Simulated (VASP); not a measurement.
# LiNbO3 (R-3c) in VASP: a series of runs, part 2 of 2

VASP 6.6.1.

## Step 3: Single point, LDA (9.35 Å³/atom)

This run uses another cell than the first one, of 9.35 Å³/atom.

File INCAR:

```
SYSTEM = LiNbO3
PREC     = Accurate       ! precision mode
ENCUT    = 520            ! plane-wave cutoff, eV
EDIFF    = 1E-6           ! SCF threshold, eV
ISMEAR   = 0              ! smearing method
SIGMA    = 0.02           ! smearing width, eV
LREAL    = .False.        ! projectors in reciprocal space
LASPH    = .True.         ! aspherical terms in the spheres
NELM     = 60             ! most SCF steps
ALGO     = Normal         ! electronic algorithm
ISIF     = 2              ! what is computed and relaxed
LWAVE    = .False.        ! write WAVECAR
LCHARG   = .True.         ! write CHGCAR
LELF     = .True.         ! ELF
LVHAR    = .True.       
NBANDS   = 45             ! bands
```

File KPOINTS:

```
regular mesh
0
Gamma
  6 6 6
  0 0 0
```

File POSCAR:

```
LiNbO3
1.0
    2.4881965063      1.4365609227      4.3584102195
   -2.4881965063      1.4365609227      4.3584102195
    0.0000000000     -2.8731218454      4.3584102195
Li Nb O
2 2 6
Direct
    0.2500000000      0.2500000000      0.2500000000
    0.7500000000      0.7500000000      0.7500000000
    0.0000000000      0.0000000000      0.0000000000
    0.5000000000      0.5000000000      0.5000000000
    0.1110740891      0.3889259109      0.7500000000
    0.7500000000      0.1110740891      0.3889259109
    0.3889259109      0.7500000000      0.1110740891
    0.2500000000      0.8889259109      0.6110740891
    0.8889259109      0.6110740891      0.2500000000
    0.6110740891      0.2500000000      0.8889259109
```

Potentials or basis: VASP PAW LDA potentials, release 64 (Li_sv, Nb_sv, O).

Run with:

```bash
$ cat potpaw_LDA.64/Li_sv/POTCAR potpaw_LDA.64/Nb_sv/POTCAR potpaw_LDA.64/O/POTCAR > POTCAR
$ mpirun -np 1 vasp_std > vasp.out
```

OUTCAR:

```text
SYSTEM = LiNbO3
   PREC = Accurate
   ENCUT = 520
   EDIFF = 1E-6
   ISMEAR = 0
   LREAL = .False.
   LASPH = .True.
   NELM = 60
   ISIF = 2

 ion  position               nearest neighbor table
   1  0.250  0.250  0.250-   8 1.80  10 1.80   9 1.80
   2  0.750  0.750  0.750-   6 1.80   7 1.80   5 1.80
   3  0.000  0.000  0.000-   5 1.93   9 1.93   8 1.93   6 1.93   7 1.93  10 1.93
   4  0.500  0.500  0.500-   5 1.93   9 1.93   7 1.93  10 1.93   6 1.93   8 1.93
   5  0.111  0.389  0.750-   2 1.80   3 1.93   4 1.93
   6  0.750  0.111  0.389-   2 1.80   3 1.93   4 1.93
   7  0.389  0.750  0.111-   2 1.80   4 1.93   3 1.93
   8  0.250  0.889  0.611-   1 1.80   3 1.93   4 1.93
   9  0.889  0.611  0.250-   1 1.80   3 1.93   4 1.93
  10  0.611  0.250  0.889-   1 1.80   4 1.93   3 1.93

  LATTYP: Found a trigonal (rhomboedric) cell.
 ALAT       =     5.2202077334
 COS(alpha) =     0.5456152197

  Lattice vectors:

 A1 = (   2.4881965063,   1.4365609227,   4.3584102195)
 A2 = (  -2.4881965063,   1.4365609227,   4.3584102195)
 A3 = (   0.0000000000,  -2.8731218454,   4.3584102195)

Analysis of symmetry for initial positions (statically):
=====================================================================
 Subroutine PRICEL returns:
 Original cell was already a primitive cell.

 Routine SETGRP: Setting up the symmetry group for a
 trigonal (rhombohedral) supercell.

 Subroutine GETGRP returns: Found 12 space group operations
 (whereof  6 operations were pure point group operations)
 out of a pool of 12 trial point group operations.

The static configuration has the point symmetry S_6 .
 The point group associated with its full space group is D_3d.

Analysis of symmetry for dynamics (positions and initial velocities):
=====================================================================
 Subroutine PRICEL returns:
 Original cell was already a primitive cell.
[... 150 lines left out ...]
   GGA     = CA    functional components
   LHFCALC =     F    Hartree Fock is set to
   AEXX    =    0.0000 exact exchange contribution
   IVDW    =     0    specifies the selected vdW correction
   LEPSILON=     F    determine dielectric tensor
   LRPA    =     F    only Hartree local field effects (RPA)
 non-spin polarized calculation
 Gauss-broadening in eV      SIGMA  =   0.02
  energy-cutoff  :      520.00
  volume of cell :       93.47
 maximum number of plane-waves:      2531
   NGX = 19   NGY = 19   NGZ = 19

 number of electron      68.0000005 magnetization

 Free energy of the ion-electron system (eV)
  ---------------------------------------------------
  ext. energy  EPLUGINS =         0.00000000
  ---------------------------------------------------
  free energy    TOTEN  =       -86.80978262 eV

  energy without entropy =      -86.80978262  energy(sigma->0) =      -86.80978262

 E-fermi :   4.9877     XC(G=0): -12.0210

 val. band max:        4.8164380834   @ k =   0.0000   0.0000   0.0000
 cond. band min:       7.5773106327   @ k =   0.5000   0.5000   0.0000
 fundamental gap:      2.7608725493
 Fermi energy:         4.9877090008

 k-point     1 :       0.0000    0.0000    0.0000
  band No.  band energies     occupation
      1     -49.0027      2.00000
      2     -48.9722      2.00000
      3     -36.4024      2.00000
      4     -36.3970      2.00000
      5     -25.6238      2.00000
      6     -25.6238      2.00000
[... 1141 lines left out ...]
     44      15.2728      0.00000
     45      15.6234      0.00000

 [... further k-points ...]

------------------------ aborting loop because EDIFF is reached ----------------------------------------

  FORCE on cell =-STRESS in cart. coord.  units (eV):
  Direction    XX          YY          ZZ          XY          YZ          ZX
  --------------------------------------------------------------------------------------
  -------------------------------------------------------------------------------------
  Total       11.5416588     11.5416588     11.4022860     -0.0000000     -0.0000000     -0.0000000
  in kB      197.8293555    197.8293555    195.4404404     -0.0000000     -0.0000000     -0.0000000
  external PRESSURE =     197.0330505 kB  Pullay stress =       0.0000000 kB

 VOLUME and BASIS-vectors are now :
 -----------------------------------------------------------------------------
  energy-cutoff  :      520.00
  volume of cell :       93.47
      direct lattice vectors                 reciprocal lattice vectors
     2.488196506  1.436560923  4.358410219     0.200948759  0.116017820  0.076480486
    -2.488196506  1.436560923  4.358410219    -0.200948759  0.116017820  0.076480486
     0.000000000 -2.873121845  4.358410219     0.000000000 -0.232035640  0.076480486

 POSITION                                       TOTAL-FORCE (eV/Angst)
 -----------------------------------------------------------------------------------
      0.00000      0.00000      3.26881         0.000000     -0.000000     -0.000000
      0.00000      0.00000      9.80642         0.000000     -0.000000     -0.000000
      0.00000      0.00000      0.00000         0.000000     -0.000000     -0.000000
      0.00000      0.00000      6.53762         0.000000     -0.000000     -0.000000
     -0.69135     -1.43656      5.44801         0.010191     -0.000000      0.000000
      1.58977      0.11955      5.44801        -0.005095      0.008825     -0.000000
     -0.89842      1.31701      5.44801        -0.005095     -0.008825     -0.000000
     -1.58977     -0.11955      7.62722         0.005095     -0.008825     -0.000000
      0.69135      1.43656      7.62722        -0.010191     -0.000000     -0.000000
      0.89842     -1.31701      7.62722         0.005095      0.008825     -0.000000
 -----------------------------------------------------------------------------------
    total drift:                                0.000000      0.000000      0.000000

  FREE ENERGIE OF THE ION-ELECTRON SYSTEM (eV)
  ---------------------------------------------------
  free  energy   TOTEN  =       -86.8097826230 eV

  energy  without entropy=      -86.8097826230  energy(sigma->0) =      -86.80978262
```

OSZICAR:

```text
N       E                     dE             d eps       ncg     rms          rms(c)
DAV:   1     0.788567140028E+03    0.78857E+03   -0.36627E+04  2880   0.162E+03
DAV:   2    -0.312069410918E+02   -0.81977E+03   -0.78863E+03  3705   0.591E+02
DAV:   3    -0.996149944855E+02   -0.68408E+02   -0.67953E+02  4856   0.160E+02
DAV:   4    -0.104715447753E+03   -0.51005E+01   -0.50831E+01  5184   0.321E+01
DAV:   5    -0.105063594145E+03   -0.34815E+00   -0.34803E+00  4264   0.790E+00    0.284E+01
DAV:   6    -0.868248233651E+02    0.18239E+02   -0.75967E+01  4520   0.550E+01    0.879E+00
DAV:   7    -0.868907697520E+02   -0.65946E-01   -0.69353E+00  5206   0.142E+01    0.605E+00
DAV:   8    -0.868041540261E+02    0.86616E-01   -0.48493E-01  4264   0.452E+00    0.165E+00
DAV:   9    -0.868083654737E+02   -0.42114E-02   -0.59024E-02  5032   0.129E+00    0.756E-01
DAV:  10    -0.868099100481E+02   -0.15446E-02   -0.11064E-02  3840   0.715E-01    0.916E-02
DAV:  11    -0.868097653153E+02    0.14473E-03   -0.12443E-03  4024   0.262E-01    0.446E-02
DAV:  12    -0.868097824203E+02   -0.17105E-04   -0.11668E-04  4728   0.687E-02    0.995E-03
DAV:  13    -0.868097820732E+02    0.34718E-06   -0.10285E-05  4104   0.196E-02    0.663E-03
DAV:  14    -0.868097826230E+02   -0.54980E-06   -0.10381E-06  2080   0.112E-02
   1 F= -.86809783E+02 E0= -.86809783E+02  d E =-.740136E-36
```

stdout:

```text
POSCAR found type information on POSCAR LiNbO
 POSCAR found :  3 types and      10 ions
 scaLAPACK will be used
 LDA part: xc-table for (Slater(with rela. corr.)+CA(PZ))
 , standard interpolation
 POSCAR, INCAR and KPOINTS ok, starting setup
 FFT: planning ... GRIDC
 FFT: planning ... GRID_SOFT
 FFT: planning ... GRID
 WAVECAR not read
 entering main loop
```

Run time: 2.2 min. Hardware: 1 thread of Intel Xeon Platinum 8488C (Sapphire Rapids), shared host; peak memory 0.26 GiB.

What came out:

| Item | Value |
| --- | --- |
| Free energy | -86.8098 eV |
| Largest force | 0.010 eV/Å |
| Band gap on the k mesh | 2.76 eV (least direct gap 2.85 eV) |

Forces in eV/Å, atoms in the order of the input:
```
Li   0.000  0.000  0.000
Li   0.000  0.000  0.000
Nb   0.000  0.000  0.000
Nb   0.000  0.000  0.000
O    0.010  0.000  0.000
O   -0.005  0.009  0.000
O   -0.005 -0.009  0.000
O    0.005 -0.009  0.000
O   -0.010  0.000  0.000
O    0.005  0.009  0.000
```

Levels at points of the mesh, in eV from the valence-band top:
```tsv
k point	band 31	band 32	band 33	band 34	band 35	band 36	band 37	band 38
(0.00, 0.00, 0.00)	-0.51	-0.31	-0.31	0.00	2.85	2.85	2.93	5.02
(0.50, 0.00, 0.00)	-0.46	-0.46	-0.29	-0.29	4.48	4.48	4.55	4.55
(0.50, 0.50, 0.00)	-0.89	-0.64	-0.60	-0.34	2.76	3.67	4.10	4.71
(0.50, 0.50, 0.50)	-0.50	-0.50	-0.50	-0.50	4.38	4.38	4.89	4.89
```

Caveat: the cutoff is under 1.25 times the usual one of these potentials, so pressure, stress and relaxed cells hold a basis-set (Pulay) error. A k mesh can miss the band edges.

## Step 4: Single point, LDA

This run uses another cell than the first one, of 10.29 Å³/atom.

File INCAR:

```
SYSTEM = LiNbO3
PREC = Accurate
ENCUT = 520
EDIFF = 1E-7
ISMEAR = 0
SIGMA = 0.02
LREAL = .False.
LASPH = .True.
NELM = 100
ALGO = Normal
ISIF = 2
LWAVE = .False.
LCHARG = .False.
NBANDS = 45
```

File KPOINTS:

```
Automatic mesh
0
Gamma
  6 6 6
  0 0 0
```

File POSCAR:

```
LiNbO3
1.0
    2.5689000000      1.4831551065      4.4995666667
   -2.5689000000      1.4831551065      4.4995666667
    0.0000000000     -2.9663102130      4.4995666667
Li Nb O
2 2 6
Direct
    0.2500000000      0.2500000000      0.2500000000
    0.7500000000      0.7500000000      0.7500000000
    0.0000000000      0.0000000000      0.0000000000
    0.5000000000      0.5000000000      0.5000000000
    0.1257671798      0.3742328202      0.7500000000
    0.7500000000      0.1257671798      0.3742328202
    0.3742328202      0.7500000000      0.1257671798
    0.2500000000      0.8742328202      0.6257671798
    0.8742328202      0.6257671798      0.2500000000
    0.6257671798      0.2500000000      0.8742328202
```

Run with:

```bash
$ cat potpaw_LDA.64/Li_sv/POTCAR potpaw_LDA.64/Nb_sv/POTCAR potpaw_LDA.64/O/POTCAR > POTCAR
$ mpirun -np 1 vasp_std > vasp.out
```

Wall time 2.5 min (1 thread of Intel Xeon Platinum 8488C (Sapphire Rapids), shared host); peak memory 0.26 GiB.

Results (log left out):

```
Free energy            : -87.3525 eV
Band gap on the k mesh : 2.60 eV (least direct gap 2.67 eV)
```

Levels at points of the mesh, in eV from the valence-band top:
| k point | band 30 | band 31 | band 32 | band 33 | band 34 | band 35 | band 36 | band 37 | band 38 | band 39 |
| --- | --- | --- | --- | --- | --- | --- | --- | --- | --- | --- |
| (0.00, 0.00, 0.00) | -0.32 | -0.32 | -0.21 | -0.21 | -0.01 | 2.66 | 2.66 | 2.81 | 4.87 | 4.87 |
| (0.50, 0.00, 0.00) | -0.52 | -0.29 | -0.29 | -0.23 | -0.23 | 4.28 | 4.28 | 4.33 | 4.33 | 4.54 |
| (0.50, 0.50, 0.00) | -1.08 | -0.89 | -0.44 | -0.33 | -0.27 | 2.60 | 3.70 | 4.08 | 4.53 | 5.26 |
| (0.50, 0.50, 0.50) | -0.60 | -0.33 | -0.33 | -0.33 | -0.33 | 4.28 | 4.28 | 4.64 | 4.64 | 4.64 |

Caveat: the cutoff is under 1.25 times the usual one of these potentials, so pressure, stress and relaxed cells hold a basis-set (Pulay) error.

## Step 5: Single point, LDA (11.30 Å³/atom)

This run uses another cell than the first one, of 11.30 Å³/atom.

File INCAR:

```
SYSTEM = LiNbO3
ALGO     = Normal         ! electronic algorithm
EDIFF    = 1E-6           ! SCF threshold, eV
ENCUT    = 520            ! plane-wave cutoff, eV
GGA      = CA             ! functional
ISIF     = 2              ! what is computed and relaxed
ISMEAR   = 0              ! smearing method
LASPH    = .TRUE.         ! aspherical terms in the spheres
LCHARG   = .TRUE.         ! write CHGCAR
LELF     = .TRUE.         ! ELF
LREAL    = .FALSE.        ! projectors in reciprocal space
LVHAR    = .TRUE.       
LWAVE    = .FALSE.        ! write WAVECAR
NBANDS   = 45             ! bands
NELM     = 100            ! most SCF steps
PREC     = Accurate       ! precision mode
SIGMA    = 0.02           ! smearing width, eV
```

File KPOINTS:

```
k-points
0
G
  6 6 6
  0 0 0
```

File POSCAR:

```
LiNbO3
1.0
    2.6521200944      1.5312022504      4.6372699343
   -2.6521200944      1.5312022504      4.6372699343
    0.0000000000     -3.0624045008      4.6372699343
Li Nb O
2 2 6
Direct
    0.2500000000      0.2500000000      0.2500000000
    0.7500000000      0.7500000000      0.7500000000
    0.0000000000      0.0000000000      0.0000000000
    0.5000000000      0.5000000000      0.5000000000
    0.1450833152      0.3549166848      0.7500000000
    0.7500000000      0.1450833152      0.3549166848
    0.3549166848      0.7500000000      0.1450833152
    0.2500000000      0.8549166848      0.6450833152
    0.8549166848      0.6450833152      0.2500000000
    0.6450833152      0.2500000000      0.8549166848
```

Potentials or basis: VASP PAW LDA potentials, release 64 (Li_sv, Nb_sv, O).

Run with:

```bash
$ cat potpaw_LDA.64/Li_sv/POTCAR potpaw_LDA.64/Nb_sv/POTCAR potpaw_LDA.64/O/POTCAR > POTCAR
$ mpirun -np 1 vasp_std > vasp.out
```

OUTCAR:

```text
SYSTEM = LiNbO3
   EDIFF = 1E-6
   ENCUT = 520
   GGA = CA
   ISIF = 2
   ISMEAR = 0
   LASPH = .TRUE.
   LREAL = .FALSE.
   NELM = 100
   PREC = Accurate

 ion  position               nearest neighbor table
   1  0.250  0.250  0.250-   8 2.10  10 2.10   9 2.10
   2  0.750  0.750  0.750-   6 2.10   7 2.10   5 2.10
   3  0.000  0.000  0.000-   5 2.00   9 2.00   8 2.00   6 2.00   7 2.00  10 2.00
   4  0.500  0.500  0.500-   5 2.00   9 2.00   7 2.00  10 2.00   6 2.00   8 2.00
   5  0.145  0.355  0.750-   3 2.00   4 2.00   2 2.10
   6  0.750  0.145  0.355-   3 2.00   4 2.00   2 2.10
   7  0.355  0.750  0.145-   4 2.00   3 2.00   2 2.10
   8  0.250  0.855  0.645-   3 2.00   4 2.00   1 2.10
   9  0.855  0.645  0.250-   3 2.00   4 2.00   1 2.10
  10  0.645  0.250  0.855-   4 2.00   3 2.00   1 2.10

  LATTYP: Found a trigonal (rhomboedric) cell.
 ALAT       =     5.5572109705
 COS(alpha) =     0.5444850878

  Lattice vectors:

 A1 = (   2.6521200944,   1.5312022504,   4.6372699343)
[... 204 lines left out ...]
  band No.  band energies     occupation
      1     -51.1994      2.00000
      2     -51.1872      2.00000
      3     -39.2456      2.00000
      4     -39.2440      2.00000
      5     -27.5840      2.00000
      6     -27.5840      2.00000
[... 1141 lines left out ...]
     44      12.2389      0.00000
     45      12.5056      0.00000

 [... further k-points ...]

------------------------ aborting loop because EDIFF is reached ----------------------------------------

  FORCE on cell =-STRESS in cart. coord.  units (eV):
  Direction    XX          YY          ZZ          XY          YZ          ZX
  --------------------------------------------------------------------------------------
  -------------------------------------------------------------------------------------
  Total       -8.5655002     -8.5655002     -8.6193935     -0.0000000     -0.0000000     -0.0000000
  in kB     -121.4573883   -121.4573883   -122.2215875     -0.0000000     -0.0000000     -0.0000000
  external PRESSURE =    -121.7121214 kB  Pullay stress =       0.0000000 kB

 VOLUME and BASIS-vectors are now :
 -----------------------------------------------------------------------------
  energy-cutoff  :      520.00
  volume of cell :      112.99
      direct lattice vectors                 reciprocal lattice vectors
     2.652120094  1.531202250  4.637269934     0.188528416  0.108846932  0.071881374
    -2.652120094  1.531202250  4.637269934    -0.188528416  0.108846932  0.071881374
     0.000000000 -3.062404501  4.637269934     0.000000000 -0.217693863  0.071881374

 POSITION                                       TOTAL-FORCE (eV/Angst)
 -----------------------------------------------------------------------------------
      0.00000      0.00000      3.47795         0.000000      0.000000      0.000000
      0.00000      0.00000     10.43386         0.000000      0.000000      0.000000
      0.00000      0.00000      0.00000         0.000000      0.000000      0.000000
      0.00000      0.00000      6.95590         0.000000      0.000000      0.000000
     -0.55650     -1.53120      5.79659        -0.005430      0.000000      0.000000
      1.60431      0.28366      5.79659         0.002715     -0.004703      0.000000
     -1.04781      1.24755      5.79659         0.002715      0.004703      0.000000
     -1.60431     -0.28366      8.11522        -0.002715      0.004703      0.000000
      0.55650      1.53120      8.11522         0.005430      0.000000     -0.000000
      1.04781     -1.24755      8.11522        -0.002715     -0.004703      0.000000
 -----------------------------------------------------------------------------------
    total drift:                               -0.000000      0.000000     -0.000000

  FREE ENERGIE OF THE ION-ELECTRON SYSTEM (eV)
  ---------------------------------------------------
  free  energy   TOTEN  =       -86.9403031985 eV

  energy  without entropy=      -86.9403031985  energy(sigma->0) =      -86.94030320
```

Run time: 2.9 min. Hardware: 1 thread of Intel Xeon Platinum 8488C (Sapphire Rapids), shared host; peak memory 0.29 GiB.

Results:

```
Free energy            : -86.9403 eV
Largest force          : 0.005 eV/Å
Band gap on the k mesh : 2.29 eV (least direct gap 2.42 eV)
```

Forces in eV/Å, atoms in the order of the input:
```
Li   0.000  0.000  0.000
Li   0.000  0.000  0.000
Nb   0.000  0.000  0.000
Nb   0.000  0.000  0.000
O   -0.005  0.000  0.000
O    0.003 -0.005  0.000
O    0.003  0.005  0.000
O   -0.003  0.005  0.000
O    0.005  0.000  0.000
O   -0.003 -0.005  0.000
```

Levels at points of the mesh, in eV from the valence-band top:
| k point | band 30 | band 31 | band 32 | band 33 | band 34 | band 35 | band 36 | band 37 | band 38 | band 39 |
| --- | --- | --- | --- | --- | --- | --- | --- | --- | --- | --- |
| (0.00, 0.00, 0.00) | -0.29 | -0.29 | -0.20 | -0.14 | -0.14 | 2.32 | 2.32 | 2.52 | 4.64 | 4.64 |
| (0.50, 0.00, 0.00) | -0.52 | -0.34 | -0.34 | -0.24 | -0.24 | 3.94 | 3.94 | 4.01 | 4.01 | 4.22 |
| (0.50, 0.50, 0.00) | -1.18 | -1.05 | -0.42 | -0.38 | -0.17 | 2.29 | 3.63 | 3.97 | 4.22 | 4.85 |
| (0.50, 0.50, 0.50) | -0.55 | -0.34 | -0.34 | -0.34 | -0.34 | 4.02 | 4.02 | 4.27 | 4.27 | 4.27 |

Caveat: the cutoff is under 1.25 times the usual one of these potentials, so pressure, stress and relaxed cells hold a basis-set (Pulay) error. A k mesh can miss the band edges.

## Step 6: Summary

```tsv
cell	gap on the mesh (eV)	largest force (eV/Å)
a = 5.149 Å, angles 57.2°, 10 atoms, atomic positions A	2.80	-
a = 5.220 Å, angles 56.9°, 10 atoms, atomic positions B	2.76	0.01
a = 5.389 Å, angles 56.9°, 10 atoms, atomic positions C	2.60	-
a = 5.557 Å, angles 57.0°, 10 atoms, atomic positions D	2.29	0.01
```

Alike in all rows: task single point; level LDA; potentials or basis VASP PAW LDA potentials, release 64 (Li_sv, Nb_sv, O); no spin polarisation; k mesh 6 × 6 × 6; cutoff (eV) 520; smearing gaussian 0.02 eV.

Caveats: the cutoff is under 1.25 times the usual one of these potentials, so pressure, stress and relaxed cells hold a basis-set (Pulay) error.

Total energies depend on the potentials used, so only differences within one code and one set of settings carry meaning.
